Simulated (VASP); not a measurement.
# EuS (Fm-3m) in VASP: single point with PBE

Aim: the single point of EuS with PBE.

Everything below comes from runs of VASP 6.6.1. Logs are shortened: lines on timing, memory, paths and dates and some standing lists are left out, and cuts for length are marked.

### 1 The cell of the first run

It takes space group Fm-3m (No. 225, cubic). The conventional cell has a = 5.957 Å, b = 5.957 Å, c = 5.957 Å, α = 90.00°, β = 90.00°, γ = 90.00°. Within 3.9 Å of Eu (site symmetry m-3m) lie 6 S at 2.98 Å. S (site symmetry m-3m) has 6 Eu at 2.98 Å within 3.9 Å.

### 2 Single point, PBE, collinear spin, ferromagnetic start

File INCAR:

```
PREC = Accurate
ENCUT = 600
EDIFF = 1E-6
ISMEAR = -1
SIGMA = 0.05
LREAL = False
LASPH = True
NELM = 200
ALGO = Normal
ISIF = 2
LWAVE = False
LCHARG = True
ISPIN = 2
MAGMOM = 4.9 0
LORBIT = 11
LMAXMIX = 6
GGA = PE
LELF = True
LVHAR = True
NBANDS = 22
GGA_COMPAT = False
```

File KPOINTS:

```
Automatic mesh
0
Gamma
  10 10 10
```

File POSCAR:

```
EuS
1.0
    4.2122350000      0.0000000000      0.0000000000
    2.1061175000      3.6479025167      0.0000000000
    2.1061175000      1.2159675056      3.4392754756
Eu S
1 1
Direct
    0.0000000000      0.0000000000      0.0000000000
    0.5000000000      0.5000000000      0.5000000000
```

Potentials or basis: VASP PAW PBE potentials, release 64 (Eu, S).

The run is started by

```sh
$ cat potpaw_PBE.64/Eu/POTCAR potpaw_PBE.64/S/POTCAR > POTCAR
$ mpirun -np 1 vasp_std > vasp.out
```

OUTCAR:

```text
PREC = Accurate
   ENCUT = 600
   EDIFF = 1E-6
   ISMEAR = -1
   LREAL = False
   LASPH = True
   NELM = 200
   ISIF = 2
   ISPIN = 2
   LORBIT = 11
   GGA = PE

 ion  position               nearest neighbor table
   1  0.000  0.000  0.000-   2 2.98   2 2.98   2 2.98   2 2.98   2 2.98   2 2.98
   2  0.500  0.500  0.500-   1 2.98   1 2.98   1 2.98   1 2.98   1 2.98   1 2.98

  LATTYP: Found a face centered cubic cell.
 ALAT       =     5.9569998649

  Lattice vectors:

 A1 = (   4.2122350000,   0.0000000000,   0.0000000000)
 A2 = (   2.1061175000,   3.6479025167,   0.0000000000)
 A3 = (   2.1061175000,   1.2159675056,   3.4392754756)

Analysis of symmetry for initial positions (statically):
=====================================================================
 Subroutine PRICEL returns:
 Original cell was already a primitive cell.

 Routine SETGRP: Setting up the symmetry group for a
 face centered cubic supercell.

 Subroutine GETGRP returns: Found 48 space group operations
 (whereof 48 operations were pure point group operations)
 out of a pool of 48 trial point group operations.

The static configuration has the point symmetry O_h .

Analysis of symmetry for dynamics (positions and initial velocities):
=====================================================================
 Subroutine PRICEL returns:
 Original cell was already a primitive cell.

 Routine SETGRP: Setting up the symmetry group for a
 face centered cubic supercell.

 Subroutine GETGRP returns: Found 48 space group operations
 (whereof 48 operations were pure point group operations)
 out of a pool of 48 trial point group operations.

The dynamic configuration has the point symmetry O_h .

Analysis of structural, dynamic, and magnetic symmetry:
=====================================================================
 Subroutine PRICEL returns:
 Original cell was already a primitive cell.

 Routine SETGRP: Setting up the symmetry group for a
 face centered cubic supercell.

 Subroutine GETGRP returns: Found 48 space group operations
 (whereof 48 operations were pure point group operations)
 out of a pool of 48 trial point group operations.

The overall configuration has the point symmetry O_h .

 Subroutine INISYM returns: Found 48 space group operations
 (whereof 48 operations are pure point group operations),
 and found     1 'primitive' translations

----------------------------------------------------------------------------------------
[... 110 lines left out ...]
   IALGO  =     38    algorithm
   IMIX   =      4    mixing-type and parameters
     AMIX     =   0.40;   BMIX     =  1.00
     AMIX_MAG =   1.60;   BMIX_MAG =  1.00
  volume/ion in A,a.u.               =      26.42       178.32
  Fermi-wavevector in a.u.,A,eV,Ry     =   1.240633  2.344456 20.941668  1.539169
  Thomas-Fermi vector in A             =   2.375065
   LORBIT       =     11    0 simple, 1 ext, 2 COOP (PROOUT), +10 PAW based schemes
   GGA     = PE    functional components
   LHFCALC =     F    Hartree Fock is set to
   AEXX    =    0.0000 exact exchange contribution
   IVDW    =     0    specifies the selected vdW correction
   LEPSILON=     F    determine dielectric tensor
   LRPA    =     F    only Hartree local field effects (RPA)
 spin polarized calculation
  energy-cutoff  :      600.00
  volume of cell :       52.85
 maximum number of plane-waves:      1807
 NGX is ok and might be reduce to    36
   NGX = 17   NGY = 17   NGZ = 17

 number of electron      22.9999997 magnetization       6.9808305

 Free energy of the ion-electron system (eV)
  ---------------------------------------------------
  ext. energy  EPLUGINS =         0.00000000
  ---------------------------------------------------
  free energy    TOTEN  =       -19.90332023 eV

  energy without entropy =      -19.89203941  energy(sigma->0) =      -19.89767982

 E-fermi :   4.3102     XC(G=0):  -9.6369

 val. band max:        4.3044092960   @ k =   0.5000   0.4000   0.0000
 cond. band min:       4.3488661688   @ k =   0.0000   0.0000   0.0000
 fundamental gap:      0.0444568729
 Fermi energy:         4.3101588072

 spin component 1

 k-point     1 :       0.0000    0.0000    0.0000
  band No.  band energies     occupation
      1     -37.2220      1.00000
      2     -15.9332      1.00000
      3     -15.9332      1.00000
      4     -15.9332      1.00000
      5      -9.1814      1.00000
      6       1.5213      1.00000
[... 589 lines left out ...]
     21      10.1974      0.00000
     22      11.1683      0.00000

 [... further k-points ...]

 spin component 2

 k-point     1 :       0.0000    0.0000    0.0000
  band No.  band energies     occupation
      1     -34.1375      1.00000
      2     -13.6766      1.00000
      3     -13.6766      1.00000
      4     -13.6766      1.00000
      5      -9.1767      1.00000
      6       1.6706      1.00000
[... 589 lines left out ...]
     21      11.0708      0.00000
     22      11.9534      0.00000

 [... further k-points ...]
[... 5 lines left out ...]
  --------------------------------------------------------------------------------------
  -------------------------------------------------------------------------------------
  Total       -0.8922079     -0.8922079     -0.8922079      0.0000000     -0.0000000     -0.0000000
  in kB      -27.0491648    -27.0491648    -27.0491648      0.0000000     -0.0000000     -0.0000000
  external PRESSURE =     -27.0491648 kB  Pullay stress =       0.0000000 kB

 VOLUME and BASIS-vectors are now :
 -----------------------------------------------------------------------------
  energy-cutoff  :      600.00
  volume of cell :       52.85
      direct lattice vectors                 reciprocal lattice vectors
     4.212235000  0.000000000  0.000000000     0.237403659 -0.137065066 -0.096919638
     2.106117500  3.647902517  0.000000000     0.000000000  0.274130132 -0.096919638
     2.106117500  1.215967506  3.439275476     0.000000000  0.000000000  0.290758913

 POSITION                                       TOTAL-FORCE (eV/Angst)
 -----------------------------------------------------------------------------------
      0.00000      0.00000      0.00000         0.000000      0.000000      0.000000
      4.21223      2.43194      1.71964        -0.000000     -0.000000      0.000000
 -----------------------------------------------------------------------------------
    total drift:                                0.000000      0.000000      0.000000

  FREE ENERGIE OF THE ION-ELECTRON SYSTEM (eV)
  ---------------------------------------------------
  free  energy   TOTEN  =       -19.9033202261 eV

  energy  without entropy=      -19.8920394133  energy(sigma->0) =      -19.89767982

 total charge

# of ion       s       p       d       f       tot
--------------------------------------------------
    1        2.027   5.756   0.306   6.654  14.743
    2        1.316   2.430   0.000   0.000   3.746
--------------------------------------------------
tot          3.343   8.186   0.306   6.654  18.489

 magnetization (x)

# of ion       s       p       d       f       tot
--------------------------------------------------
    1       -0.015  -0.113   0.092   6.623   6.588
    2       -0.007  -0.066   0.000   0.000  -0.072
--------------------------------------------------
tot         -0.022  -0.179   0.092   6.623   6.516
```

OSZICAR:

```text
N       E                     dE             d eps       ncg     rms          rms(c)
DAV:   1     0.148812841032E+03    0.14881E+03   -0.92574E+03  5792   0.468E+03
DAV:   2     0.806697619231E+01   -0.14075E+03   -0.12529E+03  5746   0.388E+02
DAV:   3    -0.145632157660E+02   -0.22630E+02   -0.22117E+02  5954   0.117E+02
DAV:   4    -0.169436486142E+02   -0.23804E+01   -0.23614E+01  7964   0.258E+01
DAV:   5    -0.170538309721E+02   -0.11018E+00   -0.11008E+00  6834   0.740E+00    0.365E+01
DAV:   6    -0.225325956279E+02   -0.54788E+01   -0.32745E+00  5502   0.276E+01    0.197E+01
DAV:   7    -0.200876784739E+02    0.24449E+01   -0.53803E+00  6122   0.399E+01    0.122E+01
DAV:   8    -0.199401748412E+02    0.14750E+00   -0.28066E+00  5534   0.259E+01    0.895E+00
DAV:   9    -0.199086696509E+02    0.31505E-01   -0.30655E-01  7142   0.799E+00    0.483E+00
DAV:  10    -0.199047742901E+02    0.38954E-02   -0.44053E-02  7180   0.303E+00    0.309E+00
DAV:  11    -0.199046393240E+02    0.13497E-03   -0.32944E-03  6516   0.414E-01    0.187E+00
DAV:  12    -0.199038638971E+02    0.77543E-03   -0.73380E-03  7134   0.125E+00    0.558E-01
DAV:  13    -0.199032788091E+02    0.58509E-03   -0.54991E-04  6668   0.217E-01    0.181E-01
DAV:  14    -0.199033041918E+02   -0.25383E-04   -0.14904E-04  7016   0.105E-01    0.158E-01
DAV:  15    -0.199033205237E+02   -0.16332E-04   -0.42327E-05  6994   0.873E-02    0.843E-02
DAV:  16    -0.199033202261E+02    0.29763E-06   -0.76541E-06  6460   0.369E-02
   1 F= -.19903320E+02 E0= -.19897680E+02  d E =-.112808E-01  mag=     6.9809
```

Wall time 84 s (1 thread of Intel Xeon 6975P-C (Granite Rapids), shared host); peak memory 0.33 GiB.

Results:

- Free energy: -19.9033 eV
- Pressure: -2.7 GPa
- Band gap on the k mesh: zero (filled and empty bands overlap)
- Net moment: 6.98 μB per cell
- Site moments: Eu +6.59; S -0.07 μB
- Valence electrons inside the program's atomic spheres: Eu 14.74; S 3.75

Caveat: spin-orbit coupling is left out, which moves the levels of the heavy elements; a cell with one magnetic atom can't hold antiferromagnetic order, which such compounds often take; semilocal functionals describe open f shells poorly, which spoils levels, moments and volumes.
